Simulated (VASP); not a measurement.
Runs of VASP 6.6.1 on Ti. The structure is that of space group P6_3/mmc (No. 194), or close to it. The cells are those of the table. 

| task | cell | gap on the mesh (eV) | pressure (GPa) |
| --- | --- | --- | --- |
| single point | a = 2.890, b = 2.890, c = 4.590 Å, angles 90.0, 90.0, 120.0°, 2 atoms | none | 0.7 |
| electric field gradients | a = 2.960, b = 2.960, c = 4.702 Å, angles 90.0, 90.0, 120.0°, 2 atoms | none | -7.0 |
| electric field gradients | a = 2.930, b = 2.930, c = 4.655 Å, angles 90.0, 90.0, 120.0°, 2 atoms | none | (b) |
| single point | a = 2.989, b = 2.989, c = 4.748 Å, angles 90.0, 90.0, 120.0°, 2 atoms | none | -9.6 |
| electric field gradients | a = 2.950, b = 2.950, c = 4.686 Å, angles 90.0, 90.0, 120.0°, 2 atoms | none | -6.1 |
| electric field gradients | a = 2.989, b = 2.989, c = 4.748 Å, angles 90.0, 90.0, 120.0°, 2 atoms | none | -9.6 |
| electric field gradients | a = 2.890, b = 2.890, c = 4.590 Å, angles 90.0, 90.0, 120.0°, 2 atoms | none | (a) |

Alike in all rows: level PBEsol; potentials or basis VASP PAW PBE potentials, release 64 (Ti_sv); no spin polarisation; k mesh 14 × 14 × 8; cutoff (eV) 520; smearing fermi-dirac 0.05 eV.

Fill in the values left out.

(a) 0.6; (b) -4.1.

Caveats: the PAW data sets were made with another functional, which shifts forces and pressure a little.

A gap of «none» marks levels without a gap at the run's occupations.
